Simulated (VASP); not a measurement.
# SrO (Pm-3m) in VASP: notebook, part 2 of 2

VASP 6.6.1. The steps go on from the part before.

## (3) Single point, PBE

This run uses another cell than the first one, of 14.94 Å³/atom, 1.031 times its volume.

File INCAR:

```
PREC = Accurate
ENCUT = 520
EDIFF = 1E-7
ISMEAR = 0
SIGMA = 0.01
LREAL = F
LASPH = T
NELM = 60
ALGO = Normal
ISIF = 2
LWAVE = F
LCHARG = T
GGA = PE
LELF = T
LVHAR = T
NBANDS = 15
```

File KPOINTS:

```
regular mesh
0
Gamma
  8 8 8
```

File POSCAR:

```
SrO
1.0
    3.1028650707      0.0000000000      0.0000000000
    0.0000000000      3.1028650707      0.0000000000
    0.0000000000      0.0000000000      3.1028650707
Sr O
1 1
Direct
    0.0000000000      0.0000000000      0.0000000000
    0.5000000000      0.5000000000      0.5000000000
```

Potentials or basis: VASP PAW PBE potentials, release 64 (Sr_sv, O).

Launch:

```
$ cat potpaw_PBE.64/Sr_sv/POTCAR potpaw_PBE.64/O/POTCAR > POTCAR
$ mpirun -np 1 vasp_std > vasp.out
```

OUTCAR:

```text
PREC = Accurate
   ENCUT = 520
   EDIFF = 1E-7
   ISMEAR = 0
   LREAL = F
   LASPH = T
   NELM = 60
   ISIF = 2
   GGA = PE

 ion  position               nearest neighbor table
   1  0.000  0.000  0.000-   2 2.69   2 2.69   2 2.69   2 2.69   2 2.69   2 2.69   2 2.69   2 2.69

   2  0.500  0.500  0.500-   1 2.69   1 2.69   1 2.69   1 2.69   1 2.69   1 2.69   1 2.69   1 2.69

  LATTYP: Found a simple cubic cell.
 ALAT       =     3.1028650707

  Lattice vectors:

 A1 = (   3.1028650707,   0.0000000000,   0.0000000000)
 A2 = (   0.0000000000,   3.1028650707,   0.0000000000)
 A3 = (   0.0000000000,   0.0000000000,   3.1028650707)

Analysis of symmetry for initial positions (statically):
=====================================================================
 Subroutine PRICEL returns:
 Original cell was already a primitive cell.

 Routine SETGRP: Setting up the symmetry group for a
 simple cubic supercell.

 Subroutine GETGRP returns: Found 48 space group operations
 (whereof 48 operations were pure point group operations)
 out of a pool of 48 trial point group operations.

The static configuration has the point symmetry O_h .

Analysis of symmetry for dynamics (positions and initial velocities):
=====================================================================
 Subroutine PRICEL returns:
 Original cell was already a primitive cell.

 Routine SETGRP: Setting up the symmetry group for a
 simple cubic supercell.

 Subroutine GETGRP returns: Found 48 space group operations
 (whereof 48 operations were pure point group operations)
 out of a pool of 48 trial point group operations.

The dynamic configuration has the point symmetry O_h .

 Subroutine INISYM returns: Found 48 space group operations
 (whereof 48 operations are pure point group operations),
 and found     1 'primitive' translations

----------------------------------------------------------------------------------------

                                     Primitive cell

  volume of cell :      29.8737
[... 114 lines left out ...]
   GGA     = PE    functional components
   LHFCALC =     F    Hartree Fock is set to
   AEXX    =    0.0000 exact exchange contribution
   IVDW    =     0    specifies the selected vdW correction
   LEPSILON=     F    determine dielectric tensor
   LRPA    =     F    only Hartree local field effects (RPA)
 non-spin polarized calculation
 Gauss-broadening in eV      SIGMA  =   0.01
  energy-cutoff  :      520.00
  volume of cell :       29.87
 maximum number of plane-waves:       840
 NGX is ok and might be reduce to    24
   NGX = 11   NGY = 11   NGZ = 11

 number of electron      16.0000006 magnetization

 Free energy of the ion-electron system (eV)
  ---------------------------------------------------
  ext. energy  EPLUGINS =         0.00000000
  ---------------------------------------------------
  free energy    TOTEN  =       -11.21067262 eV

  energy without entropy =      -11.21067262  energy(sigma->0) =      -11.21067262

 E-fermi :   3.3059     XC(G=0): -10.8247

 val. band max:        3.1328862029   @ k =   0.5000   0.5000   0.0000
 cond. band min:       5.8819722687   @ k =   0.0000   0.0000   0.0000
 fundamental gap:      2.7490860658
 Fermi energy:         3.3059095341

 k-point     1 :       0.0000    0.0000    0.0000
  band No.  band energies     occupation
      1     -30.7389      2.00000
      2     -12.5642      2.00000
      3     -11.9244      2.00000
      4     -11.9244      2.00000
      5     -11.9244      2.00000
      6       3.0704      2.00000
      7       3.0704      2.00000
      8       3.0704      2.00000
      9       5.8820      0.00000
     10       5.8820      0.00000
     11       7.8486      0.00000
     12      13.6905      0.00000
     13      13.6905      0.00000
     14      13.6905      0.00000
[... 401 lines left out ...]
      2     -13.6241      2.00000
      3     -13.1035      2.00000
      4     -11.8553      2.00000
      5     -11.8237      2.00000
      6       1.4832      2.00000
      7       1.6179      2.00000
      8       2.6217      2.00000
      9       8.2372      0.00000
     10       8.6429      0.00000
     11      11.0562      0.00000
     12      11.0569      0.00000
     13      13.9622      0.00000
     14      17.0605      0.00000
     15      18.2649      0.00000

 [... further k-points ...]
[... 5 lines left out ...]
  --------------------------------------------------------------------------------------
  -------------------------------------------------------------------------------------
  Total        0.6707245      0.6707245      0.6707245      0.0000000      0.0000000      0.0000000
  in kB       35.9721260     35.9721260     35.9721260      0.0000000      0.0000000      0.0000000
  external PRESSURE =      35.9721260 kB  Pullay stress =       0.0000000 kB

 VOLUME and BASIS-vectors are now :
 -----------------------------------------------------------------------------
  energy-cutoff  :      520.00
  volume of cell :       29.87
      direct lattice vectors                 reciprocal lattice vectors
     3.102865071  0.000000000  0.000000000     0.322282786  0.000000000  0.000000000
     0.000000000  3.102865071  0.000000000     0.000000000  0.322282786  0.000000000
     0.000000000  0.000000000  3.102865071     0.000000000  0.000000000  0.322282786

 POSITION                                       TOTAL-FORCE (eV/Angst)
 -----------------------------------------------------------------------------------
      0.00000      0.00000      0.00000         0.000000      0.000000      0.000000
      1.55143      1.55143      1.55143         0.000000      0.000000      0.000000
 -----------------------------------------------------------------------------------
    total drift:                                0.000000      0.000000     -0.000000

  FREE ENERGIE OF THE ION-ELECTRON SYSTEM (eV)
  ---------------------------------------------------
  free  energy   TOTEN  =       -11.2106726165 eV

  energy  without entropy=      -11.2106726165  energy(sigma->0) =      -11.21067262
```

OSZICAR:

```text
N       E                     dE             d eps       ncg     rms          rms(c)
DAV:   1     0.646917048409E+02    0.64692E+02   -0.85330E+03  1050   0.106E+03
DAV:   2    -0.104702128353E+02   -0.75162E+02   -0.69013E+02  1461   0.222E+02
DAV:   3    -0.131701317711E+02   -0.26999E+01   -0.26851E+01  1336   0.366E+01
DAV:   4    -0.132119637498E+02   -0.41832E-01   -0.41822E-01  1371   0.419E+00
DAV:   5    -0.132127306786E+02   -0.76693E-03   -0.76689E-03  1368   0.410E-01    0.157E+01
DAV:   6    -0.113519824815E+02    0.18607E+01   -0.49061E+00  1106   0.179E+01    0.181E+01
DAV:   7    -0.112447010978E+02    0.10728E+00   -0.25385E-01  1173   0.404E+00    0.105E+01
DAV:   8    -0.112094312155E+02    0.35270E-01   -0.11890E-01  1323   0.336E+00    0.911E-01
DAV:   9    -0.112106586225E+02   -0.12274E-02   -0.68803E-03  1389   0.661E-01    0.241E-01
DAV:  10    -0.112106267463E+02    0.31876E-04   -0.70344E-04  1155   0.286E-01    0.903E-02
DAV:  11    -0.112106718909E+02   -0.45145E-04   -0.80549E-05  1209   0.880E-02    0.361E-02
DAV:  12    -0.112106732612E+02   -0.13703E-05   -0.94012E-06  1496   0.338E-02    0.820E-03
DAV:  13    -0.112106726549E+02    0.60634E-06   -0.18078E-06  1253   0.141E-02    0.176E-03
DAV:  14    -0.112106726165E+02    0.38332E-07   -0.26677E-07  1111   0.490E-03
   1 F= -.11210673E+02 E0= -.11210673E+02  d E =-.319315-134
```

stdout:

```text
POSCAR found type information on POSCAR SrO
 POSCAR found :  2 types and       2 ions
 scaLAPACK will be used
 LDA part: xc-table for (Slater+PW92), standard interpolation
 POSCAR, INCAR and KPOINTS ok, starting setup
 FFT: planning ... GRIDC
 FFT: planning ... GRID_SOFT
 FFT: planning ... GRID
 WAVECAR not read
 entering main loop
```

Run time: 5.3 s. Hardware: 1 thread of Intel Xeon 6975P-C (Granite Rapids), shared host; peak memory 0.14 GiB.

What came out:

```yaml
Free_energy: -11.2107 eV
Pressure: 3.6 GPa
Band_gap_on_the_k_mesh: 2.75 eV, indirect (least direct gap 2.81 eV)
```

Levels at points of the mesh, in eV from the valence-band top:
```tsv
k point	band 4	band 5	band 6	band 7	band 8	band 9	band 10	band 11	band 12	band 13
(0.00, 0.00, 0.00)	-15.06	-15.06	-0.06	-0.06	-0.06	2.75	2.75	4.72	10.56	10.56
(0.50, 0.00, 0.00)	-14.85	-13.91	-2.98	-0.66	-0.66	3.90	7.40	9.35	9.35	10.49
(0.50, 0.50, 0.00)	-15.35	-14.69	-1.22	-1.22	0.00	4.18	4.58	7.58	7.58	13.02
(0.50, 0.50, 0.50)	-16.16	-14.98	-2.97	-2.97	-2.97	8.33	8.33	8.33	13.31	13.31
```

## (4) Single point, r2SCAN

This run uses another cell than the first one, of 14.94 Å³/atom, 1.031 times its volume.

POSCAR is that of step 3.

File INCAR.step1:

```
SYSTEM = SrO
PREC = Accurate ; ENCUT = 520
ISMEAR = 0 ; SIGMA = 0.01
LREAL = .FALSE. ; LASPH = .TRUE.
NELM = 80 ; NBANDS = 15
GGA = PE ; ALGO = Normal
EDIFF = 1E-4 ; LWAVE = .TRUE.
LCHARG = .FALSE.
```

File INCAR.step2:

```
SYSTEM = SrO
PREC = Accurate ; ENCUT = 520
EDIFF = 1E-6 ; ISMEAR = 0
SIGMA = 0.01 ; LREAL = .FALSE.
LASPH = .TRUE. ; NELM = 80
ALGO = Normal ; ISIF = 2
LWAVE = .FALSE. ; LCHARG = .TRUE.
METAGGA = R2SCAN ; LMIXTAU = .TRUE.
LELF = .TRUE. ; LVHAR = .TRUE.
NBANDS = 15 ; ISTART = 1
```

File KPOINTS:

```
regular mesh
0
G
  6 6 6
  0 0 0
```

Launch:

```
$ cat potpaw_PBE.64/Sr_sv/POTCAR potpaw_PBE.64/O/POTCAR > POTCAR
$ cp INCAR.step1 INCAR
$ mpirun -np 1 vasp_std > vasp.out
$ cp INCAR.step2 INCAR
$ mpirun -np 1 vasp_std > vasp.out
```

Run time: 13 s. Hardware: 1 thread of Intel Xeon 6975P-C (Granite Rapids), shared host; peak memory 0.14 GiB.

Results (log left out):

```yaml
Free_energy: -26.2867 eV
Pressure: 0.8 GPa
Band_gap_on_the_k_mesh: 3.24 eV, indirect (least direct gap 3.30 eV)
```

Levels at points of the mesh, in eV from the valence-band top:
| k point | band 6 | band 7 | band 8 | band 9 | band 10 | band 11 |
| --- | --- | --- | --- | --- | --- | --- |
| (0.00, 0.00, 0.00) | -0.06 | -0.06 | -0.06 | 3.24 | 3.24 | 5.63 |
| (0.50, 0.00, 0.00) | -2.92 | -0.66 | -0.66 | 4.39 | 8.08 | 10.00 |
| (0.50, 0.50, 0.00) | -1.24 | -1.24 | 0.00 | 4.78 | 5.18 | 8.18 |
| (0.50, 0.50, 0.50) | -2.97 | -2.97 | -2.97 | 9.01 | 9.01 | 9.01 |

Caveat: the PAW data sets were made with another functional, which shifts forces and pressure a little. A k mesh can miss the band edges.

## (5) The runs side by side

| level | cell | k mesh | gap on the mesh (eV) | pressure (GPa) |
| --- | --- | --- | --- | --- |
| r2SCAN | a = 3.072 Å, 2 atoms | 6 × 6 × 6 | 3.24 | 4.2 |
| PBE | a = 3.103 Å, 2 atoms | 8 × 8 × 8 | 2.75 | 3.6 |
| r2SCAN | a = 3.103 Å, 2 atoms | 6 × 6 × 6 | 3.24 | 0.8 |

Alike in all rows: task single point; potentials or basis VASP PAW PBE potentials, release 64 (Sr_sv, O); no spin polarisation; cutoff (eV) 520; smearing gaussian 0.01 eV.

Caveats: the PAW data sets were made with another functional, which shifts forces and pressure a little (some runs).

Absolute energies hang on the potentials; compare differences alone.
